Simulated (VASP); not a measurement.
# B (Fd-3m) in VASP: a series of runs

Runs on B. Level: PBE. Tasks: single point.

Program: VASP 6.6.1. These are calculated values, not measurements. Logs are shortened: lines on timing, memory, paths and dates and some standing lists are left out, and cuts for length are marked.

### 1 The cell of the first run

The structure is cubic, space group Fd-3m (No. 227). The conventional cell has a = 4.051 Å, b = 4.051 Å, c = 4.051 Å, α = 90.00°, β = 90.00°, γ = 90.00°. Within 2.3 Å of B (site symmetry -43m) lie 4 B at 1.75 Å.

### 2 Single point, PBE

Input file INCAR:

```
PREC = Accurate ; ENCUT = 500
EDIFF = 1E-6 ; ISMEAR = -1
SIGMA = 0.1 ; LREAL = F
LASPH = T ; NELM = 120
ALGO = Normal ; ISIF = 2
LWAVE = F ; LCHARG = F
GGA = PE ; NBANDS = 10
GGA_COMPAT = F
```

Input file KPOINTS:

```
Automatic mesh
0
Gamma
  6 6 6
```

Input file POSCAR:

```
B
1.0
   -2.0257088134      0.0000000000      2.0257088134
    0.0000000000      2.0257088134      2.0257088134
   -2.0257088134      2.0257088134      0.0000000000
B
2
Direct
    0.0000000000      0.0000000000      0.0000000000
    0.2500000000      0.2500000000      0.2500000000
```

Potentials or basis: VASP PAW PBE potentials, release 64 (B).

On the command line:

```
> cat potpaw_PBE.64/B/POTCAR > POTCAR
> mpirun -np 1 vasp_std > vasp.out
```

OUTCAR:

```text
PREC = Accurate
   ENCUT = 500
   EDIFF = 1E-6
   ISMEAR = -1
   LREAL = F
   LASPH = T
   NELM = 120
   ISIF = 2
   GGA = PE

 ion  position               nearest neighbor table
   1  0.000  0.000  0.000-   2 1.75   2 1.75   2 1.75   2 1.75
   2  0.250  0.250  0.250-   1 1.75   1 1.75   1 1.75   1 1.75

  LATTYP: Found a face centered cubic cell.
 ALAT       =     4.0514176268

  Lattice vectors:

 A1 = (  -2.0257088134,   0.0000000000,   2.0257088134)
 A2 = (   0.0000000000,   2.0257088134,   2.0257088134)
 A3 = (  -2.0257088134,   2.0257088134,   0.0000000000)

Analysis of symmetry for initial positions (statically):
=====================================================================
 Subroutine PRICEL returns:
 Original cell was already a primitive cell.

 Routine SETGRP: Setting up the symmetry group for a
 face centered cubic supercell.

 Subroutine GETGRP returns: Found 48 space group operations
 (whereof 24 operations were pure point group operations)
 out of a pool of 48 trial point group operations.

The static configuration has the point symmetry T_d .
 The point group associated with its full space group is O_h .

Analysis of symmetry for dynamics (positions and initial velocities):
=====================================================================
 Subroutine PRICEL returns:
 Original cell was already a primitive cell.

 Routine SETGRP: Setting up the symmetry group for a
 face centered cubic supercell.

 Subroutine GETGRP returns: Found 48 space group operations
 (whereof 24 operations were pure point group operations)
 out of a pool of 48 trial point group operations.

The dynamic configuration has the point symmetry T_d .
 The point group associated with its full space group is O_h .

 Subroutine INISYM returns: Found 48 space group operations
 (whereof 24 operations are pure point group operations),
 and found     1 'primitive' translations

----------------------------------------------------------------------------------------

                                     Primitive cell

  volume of cell :      16.6250

  direct lattice vectors                    reciprocal lattice vectors
    -2.025708813  0.000000000  2.025708813    -0.246827183 -0.246827183  0.246827183
     0.000000000  2.025708813  2.025708813     0.246827183  0.246827183  0.246827183
    -2.025708813  2.025708813  0.000000000    -0.246827183  0.246827183 -0.246827183

  length of vectors
     2.864784877  2.864784877  2.864784877     0.427517222  0.427517222  0.427517222

  position of ions in fractional coordinates (direct lattice)
     0.000000000  0.000000000  0.000000000
     0.250000000  0.250000000  0.250000000

  ion indices of the primitive-cell ions
   primitive index   ion index
                 1           1
                 2           2

----------------------------------------------------------------------------------------

 KPOINTS: Automatic mesh

Automatic generation of k-mesh.
 Grid dimensions read from file:
 generate k-points for:    6    6    6

 Generating k-lattice:

  Cartesian coordinates                     Fractional coordinates (reciprocal lattice)
    -0.041137864 -0.041137864  0.041137864     0.166666667  0.000000000  0.000000000
     0.041137864  0.041137864  0.041137864     0.000000000  0.166666667  0.000000000
    -0.041137864  0.041137864 -0.041137864     0.000000000  0.000000000  0.166666667

  Length of vectors
     0.071252870  0.071252870  0.071252870

  Shift w.r.t. Gamma in fractional coordinates (k-lattice)
     0.000000000  0.000000000  0.000000000

 Subroutine IBZKPT returns following result:
 ===========================================

 Found     16 irreducible k-points:

 Following reciprocal coordinates:
            Coordinates               Weight
  0.000000  0.000000  0.000000      1.000000
  0.166667  0.000000  0.000000      8.000000
  0.333333  0.000000  0.000000      8.000000
  0.500000  0.000000  0.000000      4.000000
  0.166667  0.166667  0.000000      6.000000
  0.333333  0.166667  0.000000     24.000000
[... 8 lines left out ...]
 -0.333333  0.333333  0.166667     24.000000
 -0.333333  0.500000  0.166667     12.000000
   k-points           NKPTS =     16   k-points in BZ     NKDIM =     16   number of bands    NBANDS=     10
   number of dos      NEDOS =    301   number of ions     NIONS =      2
   total plane-waves  NPLWV =  13824
   dimension x,y,z NGX =    24 NGY =   24 NGZ =   24
   dimension x,y,z NGXF=    48 NGYF=   48 NGZF=   48
   ions per type =               2
   NGX,Y,Z   is equivalent  to a cutoff of  13.93, 13.93, 13.93 a.u.
   NGXF,Y,Z  is equivalent  to a cutoff of  27.85, 27.85, 27.85 a.u.
 SYSTEM =  unknown system
   PREC   = accura    normal or accurate (medium, high low for compatibility)
   ISTART =      0    job   : 0-new  1-cont  2-samecut
   ICHARG =      2    charge: 1-file 2-atom 10-const
   ISPIN  =      1    spin polarized calculation?
   LNONCOLLINEAR =      F non collinear calculations
   LSORBIT =      F    spin-orbit coupling
   LASPH  =      T    aspherical Exc in radial PAW
   ENCUT  =  500.0 eV  36.75 Ry    6.06 a.u.   5.22  5.22  5.22*2*pi/ulx,y,z
   NELM   =    120;   NELMIN=  2; NELMDL= -5     # of ELM steps
   EDIFF  = 0.1E-05   stopping-criterion for ELM
   LREAL  =      F    real-space projection
   EDIFFG = 0.1E-04   stopping-criterion for IOM
   NSW    =      0    number of steps for IOM
   IBRION =     -1    ionic relax: 0-MD 1-quasi-New 2-CG
   NFREE  =      0    steps in history (QN), initial steepest desc. (CG)
   ISIF   =      2    stress and relaxation
   ISYM   =      2    0-nonsym 1-usesym 2-fastsym
   POTIM  = 0.5000    time-step for ionic-motion
   TEBEG  =    0.0;   TEEND  =   0.0 temperature during run
   PSTRESS=    0.0 pullay stress
   NELECT =       6.0000    total number of electrons
   NUPDOWN=      -1.0000    fix difference up-down
   EMIN   =  10.00;   EMAX   =-10.00  energy-range for DOS
   EFERMI =   0.00;   METHOD = LEGACY
   ISMEAR =    -1;   SIGMA  =   0.10  broadening in eV -4-tet -1-fermi 0-gaus
   EFERMI_NEDOS =   21; number of points for ismear=-14 and -15
   IALGO  =     38    algorithm
   IMIX   =      4    mixing-type and parameters
     AMIX     =   0.40;   BMIX     =  1.00
     AMIX_MAG =   1.60;   BMIX_MAG =  1.00
  volume/ion in A,a.u.               =       8.31        56.10
  Fermi-wavevector in a.u.,A,eV,Ry     =   1.165570  2.202607 18.484231  1.358553
  Thomas-Fermi vector in A             =   2.302094
   LORBIT       =      0    0 simple, 1 ext, 2 COOP (PROOUT), +10 PAW based schemes
   GGA     = PE    functional components
   LHFCALC =     F    Hartree Fock is set to
   AEXX    =    0.0000 exact exchange contribution
   IVDW    =     0    specifies the selected vdW correction
   LEPSILON=     F    determine dielectric tensor
   LRPA    =     F    only Hartree local field effects (RPA)
 non-spin polarized calculation
  energy-cutoff  :      500.00
  volume of cell :       16.62
 maximum number of plane-waves:       444
 NGX is ok and might be reduce to    24
   NGX = 11   NGY = 11   NGZ = 11

 number of electron       6.0000000 magnetization

 Free energy of the ion-electron system (eV)
  ---------------------------------------------------
  ext. energy  EPLUGINS =         0.00000000
  ---------------------------------------------------
  free energy    TOTEN  =       -11.49982992 eV

  energy without entropy =      -11.45297198  energy(sigma->0) =      -11.47640095

 E-fermi :   3.7211     XC(G=0): -11.1986

 val. band max:        3.7122445989   @ k =   0.5000   0.3333   0.1667
 cond. band min:       3.7370901811   @ k =   0.5000   0.1667   0.0000
 fundamental gap:      0.0248455822
 Fermi energy:         3.7211184303

 k-point     1 :       0.0000    0.0000    0.0000
  band No.  band energies     occupation
      1      -9.1212      2.00000
      2       7.7900      0.00000
      3       7.7900      0.00000
      4       7.7900      0.00000
      5      11.9344      0.00000
      6      11.9344      0.00000
      7      11.9344      0.00000
      8      20.2836      0.00000
      9      22.5314      0.00000
     10      26.7295      0.00000

 k-point     2 :       0.1667    0.0000    0.0000
  band No.  band energies     occupation
      1      -8.5202      2.00000
      2       4.6918      0.00012
      3       6.9063      0.00000
      4       6.9063      0.00000
      5      13.0898      0.00000
      6      13.0898      0.00000
      7      13.7207      0.00000
      8      20.1627      0.00000
      9      23.3604      0.00000
     10      23.8180      0.00000

 k-point     3 :       0.3333    0.0000    0.0000
  band No.  band energies     occupation
      1      -6.7396      2.00000
      2       0.2036      2.00000
      3       5.8413      0.00000
      4       5.8413      0.00000
      5      14.0139      0.00000
      6      14.0139      0.00000
      7      15.1872      0.00000
      8      19.7986      0.00000
      9      24.2704      0.00000
     10      24.5092      0.00000

 k-point     4 :       0.5000    0.0000    0.0000
  band No.  band energies     occupation
      1      -4.2816      2.00000
      2      -3.2465      2.00000
      3       5.4558      0.00000
      4       5.4558      0.00000
      5      13.9939      0.00000
      6      13.9939      0.00000
      7      15.6485      0.00000
      8      19.5552      0.00000
      9      25.0304      0.00000
     10      27.4483      0.00000

 k-point     5 :       0.1667    0.1667    0.0000
  band No.  band energies     occupation
      1      -8.3204      2.00000
      2       5.5506      0.00000
      3       5.5506      0.00000
      4       6.1737      0.00000
      5      11.3960      0.00000
      6      14.9545      0.00000
      7      14.9545      0.00000
      8      17.8185      0.00000
      9      23.5302      0.00000
     10      23.8528      0.00000

 k-point     6 :       0.3333    0.1667    0.0000
  band No.  band energies     occupation
      1      -6.9343      2.00000
      2       1.9551      2.00000
      3       4.5125      0.00073
      4       5.0596      0.00000
      5      12.2286      0.00000
      6      16.1714      0.00000
      7      16.4047      0.00000
      8      17.0352      0.00000
      9      24.3645      0.00000
     10      24.9918      0.00000
[... 79 lines left out ...]
 k-point    13 :       0.5000    0.5000    0.0000
  band No.  band energies     occupation
      1      -2.2041      2.00000
      2      -2.2041      2.00000
      3       2.4710      1.99999
      4       2.4710      1.99999
      5      10.9565      0.00000
      6      10.9565      0.00000
      7      21.9558      0.00000
      8      21.9558      0.00000
      9      26.7908      0.00000
     10      26.7908      0.00000

 k-point    14 :       0.5000    0.3333    0.1667
  band No.  band energies     occupation
      1      -5.1952      2.00000
      2       1.0112      2.00000
      3       1.6444      2.00000
      4       3.7122      1.04434
      5      13.6267      0.00000
      6      14.7911      0.00000
      7      17.3342      0.00000
      8      19.4785      0.00000
      9      23.7767      0.00000
     10      25.3950      0.00000

 k-point    15 :      -0.3333    0.3333    0.1667
  band No.  band energies     occupation
      1      -2.9091      2.00000
      2      -1.7436      2.00000
      3       1.4368      2.00000
      4       2.6936      1.99993
      5      14.0109      0.00000
      6      15.6767      0.00000
      7      19.2527      0.00000
      8      19.2761      0.00000
      9      21.4909      0.00000
     10      26.7854      0.00000

 k-point    16 :      -0.3333    0.5000    0.1667
  band No.  band energies     occupation
      1      -1.6659      2.00000
      2      -1.6659      2.00000
      3       1.1219      2.00000
      4       1.1219      2.00000
      5      13.7670      0.00000
      6      13.7670      0.00000
      7      19.7855      0.00000
      8      19.7855      0.00000
      9      25.1992      0.00000
     10      25.1992      0.00000

------------------------ aborting loop because EDIFF is reached ----------------------------------------

  FORCE on cell =-STRESS in cart. coord.  units (eV):
  Direction    XX          YY          ZZ          XY          YZ          ZX
  --------------------------------------------------------------------------------------
  -------------------------------------------------------------------------------------
  Total        0.0664327      0.0664327      0.0664327     -0.0000000      0.0000000     -0.0000000
  in kB        6.4022370      6.4022370      6.4022370     -0.0000000      0.0000000     -0.0000000
  external PRESSURE =       6.4022370 kB  Pullay stress =       0.0000000 kB

 VOLUME and BASIS-vectors are now :
 -----------------------------------------------------------------------------
  energy-cutoff  :      500.00
  volume of cell :       16.62
      direct lattice vectors                 reciprocal lattice vectors
    -2.025708813  0.000000000  2.025708813    -0.246827183 -0.246827183  0.246827183
     0.000000000  2.025708813  2.025708813     0.246827183  0.246827183  0.246827183
    -2.025708813  2.025708813  0.000000000    -0.246827183  0.246827183 -0.246827183

 POSITION                                       TOTAL-FORCE (eV/Angst)
 -----------------------------------------------------------------------------------
      0.00000      0.00000      0.00000         0.000000     -0.000000     -0.000000
     -1.01285      1.01285      1.01285        -0.000000      0.000000      0.000000
 -----------------------------------------------------------------------------------
    total drift:                                0.000000     -0.000000      0.000000

  FREE ENERGIE OF THE ION-ELECTRON SYSTEM (eV)
  ---------------------------------------------------
  free  energy   TOTEN  =       -11.4998299198 eV

  energy  without entropy=      -11.4529719824  energy(sigma->0) =      -11.47640095
```

Wall time 2.5 s (1 thread of Intel Xeon Platinum 8488C (Sapphire Rapids), shared host); peak memory 0.12 GiB.

Results:

- Free energy: -11.4998 eV
- Pressure: 0.6 GPa
- Band gap on the k mesh: zero (band 3 reaches 7.79 eV, above the bottom of band 4 at 1.12 eV)

Caveat: the k points lie up to 0.45 Å⁻¹ apart.

(Part 1 of 2 ends here.)
